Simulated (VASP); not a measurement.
Here is a VASP 6.6.1 calculation.

The input INCAR:

```
SYSTEM = V
PREC     = Accurate       ! precision mode
ENCUT    = 520            ! plane-wave cutoff, eV
EDIFF    = 1E-6           ! SCF threshold, eV
ISMEAR   = -1             ! smearing method
SIGMA    = 0.05           ! smearing width, eV
LREAL    = .False.        ! projectors in reciprocal space
LASPH    = .True.         ! aspherical terms in the spheres
NELM     = 60             ! most SCF steps
ALGO     = Normal         ! electronic algorithm
ISIF     = 2              ! what is computed and relaxed
LWAVE    = .False.        ! write WAVECAR
LCHARG   = .False.        ! write CHGCAR
NBANDS   = 20             ! bands
```

KPOINTS

```
regular mesh
0
Gamma
  13 13 13
  0 0 0
```

Contents of POSCAR:

```
V
1.0
    0.0000000000      2.4034344094      2.4034344094
    2.4034344094      0.0000000000      2.4034344094
    2.4034344094      2.4034344094      0.0000000000
V
2
Direct
   -0.1250000000     -0.1250000000     -0.1250000000
    0.1250000000      0.1250000000      0.1250000000
```

Potentials or basis: VASP PAW LDA potentials, release 64 (V_sv).

Run with:

```bash
$ cat potpaw_LDA.64/V_sv/POTCAR > POTCAR
$ mpirun -np 1 vasp_std > vasp.out
```

Estimate the band gap on the k mesh.

zero (bands 13 and 14 overlap by 2.13 eV).

Estimate the pressure.

22.7 GPa.

Caveat: atoms lie so close that the PAW spheres overlap strongly, which falsifies energies and pressures; the cell stands under pressure.
